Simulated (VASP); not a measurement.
# SiSnO4: relaxation of cell and atoms with PBEsol

Crystal: SiSnO4.

```
CELL_PARAMETERS angstrom
-2.31165 2.31165 3.54082
2.31165 -2.31165 3.54082
2.31165 2.31165 -3.54082
ATOMIC_POSITIONS crystal
Si 0.25000 0.75000 0.50000
Sn 0.00000 0.00000 0.00000
O 0.26534 0.38482 0.39680
O 0.61518 0.01198 0.88052
O 0.98802 0.86855 0.60320
O 0.13145 0.73466 0.11948
```

```
Program                : VASP 6.6.1
Task                   : relaxation of cell and atoms
Functional             : PBEsol
Potentials or basis    : VASP PAW PBE potentials, release 64 (Si, Sn_d, O)
Cutoff                 : 600 eV
k mesh                 : 6 × 6 × 6
Occupations            : fermi-dirac, width 0.03 eV
Spin                   : no spin polarisation
Dipole correction      : no
Further INCAR settings : ALGO = Normal; EDIFF = 1e-07; IBRION = 2; EDIFFG = -0.01; NSW = 100; ISIF = 3
```

- Relaxed volume: 17.59 Å³/atom
- Relaxed cell: a = 5.353 Å, b = 5.353 Å, c = 5.353 Å, α = 121.70°, β = 121.70°, γ = 87.09°
- Space group after relaxing (to 0.1 Å): I-4 (No. 82)
- Pressure after relaxing: 0.0 GPa
- Largest force after relaxing: 0.010 eV/Å
- Band gap on the k mesh: 3.25 eV (least direct gap 3.52 eV)

Forces in eV/Å, atoms in the order of the input:
```
Si   0.000  0.000  0.000
Sn   0.000  0.000  0.000
O   -0.007 -0.006 -0.004
O   -0.006  0.007  0.004
O    0.007  0.006 -0.004
O    0.006 -0.007  0.004
```

Final structure:
```
Si Sn O
1.0
    -2.60774    2.60774    3.88035
     2.60774   -2.60774    3.88035
     2.60774    2.60774   -3.88035
Si Sn O
1 1 4
Cartesian
  2.6077 0.0000 1.9402
  0.0000 0.0000 0.0000
  1.4575 0.7429 1.0470
  0.7429 3.7580 -1.0470
  1.1502 1.8648 4.9274
  1.8648 -1.1502 2.8333
```

Levels at points of the mesh, in eV from the valence-band top:
```csv
k point,band 18,band 19,band 20,band 21,band 22,band 23,band 24,band 25
"(0.00, 0.00, 0.00)",-0.89,-0.77,-0.27,-0.27,3.25,7.76,9.13,9.49
"(0.50, 0.00, 0.00)",-0.99,-0.64,-0.31,0.00,4.53,7.46,8.51,8.65
"(0.50, 0.50, 0.00)",-0.99,-0.25,-0.20,-0.04,4.89,7.49,8.52,8.60
"(0.50, 0.50, 0.50)",-1.52,-0.79,-0.10,-0.10,5.18,7.04,7.95,7.95
```

Run time: 21 min on 1 thread of Intel(R) Xeon(R) 6975P-C (Granite Rapids), on a shared host, peak memory 0.3 GiB.

Caveat: the volume moved by over 15 % at a fixed basis, so the end points are rough; the PAW data sets were made with another functional, which shifts forces and pressure a little; spin-orbit coupling is left out, which moves the levels of the heavy elements. A k mesh can miss the band edges.
